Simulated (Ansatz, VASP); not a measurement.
## Two plane-wave programs on Ru

```xyz
1
Lattice="0.0000 1.9054 1.9054 1.9054 0.0000 1.9054 1.9054 1.9054 0.0000" Properties=species:S:1:pos:R:3 pbc="T T T"
Ru    0.0000    0.0000    0.0000
```

Alike in both runs: functional PBE; k mesh 16 × 16 × 16; occupations fermi-dirac, width 0.05 eV; no spin polarisation.

Ansatz relaxed the structure, and its values are those at the end. VASP's run is a single point on that final structure, the one shown.

|  | VASP | Ansatz |
| --- | --- | --- |
| version | VASP 6.6.1 | Ansatz 0.2.0 |
| potentials or method | VASP PAW PBE potentials, release 64 (Ru_pv) | PAW with Ansatz's default frozen-core files, scalar-relativistic |
| plane-wave cutoff (eV) | 520 | 420 |
| valence electrons in the cell | 14 | 16 |

Ansatz gave:

```
pressure (GPa) : 0.0
```

Estimate VASP's values.

pressure (GPa): -0.1.

With one functional, cell and mesh, what is left measures potentials, basis and numerics. VASP's potentials hold 14 valence electrons a cell and Ansatz's 16, so a difference there can come from the potentials and not from the codes.
